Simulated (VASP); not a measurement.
HfC: single point with PBEsol

Crystal: HfC.

```
Hf C
1.0
     3.34287    0.00000    0.00000
    -1.67143    2.89501    0.00000
     0.00000    0.00000    5.20271
Hf C
2 2
Direct
  0.66667 0.33333 0.75000
  0.33333 0.66667 0.25000
  0.01727 0.03454 0.00000
  0.00000 0.00000 0.50000
```

| Item | Value |
| --- | --- |
| Program | VASP 6.6.1 |
| Task | single point |
| Functional | PBEsol |
| Potentials or basis | VASP PAW PBE potentials, release 64 (Hf_pv, C) |
| Cutoff | 520 eV |
| k mesh | 6 × 6 × 4, shifted |
| Occupations | gaussian, width 0.1 eV |
| Spin | no spin polarisation |

The pressure is -7.4 GPa, the largest force is 1.202 eV/Å and the band gap on the k mesh is zero (bands 14 and 15 overlap by 0.11 eV).

Forces on the atoms (eV/Å):
```
Hf   0.000  0.720 -0.074
Hf   0.000  0.826  0.079
C    0.000 -1.202 -0.007
C    0.000 -0.344  0.002
```

Stress tensor (GPa, compression positive):
```
-7.00  0.00  0.00
 0.00 -7.01  0.45
 0.00  0.45 -8.18
```

Levels at points of the mesh, in eV from the Fermi level:
```
           k point  band 11  band 12  band 13  band 14  band 15  band 16  band 17  band 18
(0.08, 0.08, 0.12)    -3.09    -2.35    -2.20    -0.12     0.18     1.80     2.19     2.82
```

Wall time 4.4 min on 1 thread of Intel(R) Xeon(R) Platinum 8375C CPU @ 2.90GHz (Ice Lake) (shared host), peak memory 0.33 GiB.

Caveat: the k points lie up to 0.36 Å⁻¹ apart; the PAW data sets were made with another functional, which shifts forces and pressure a little; spin-orbit coupling is left out, which moves the levels of the heavy elements.
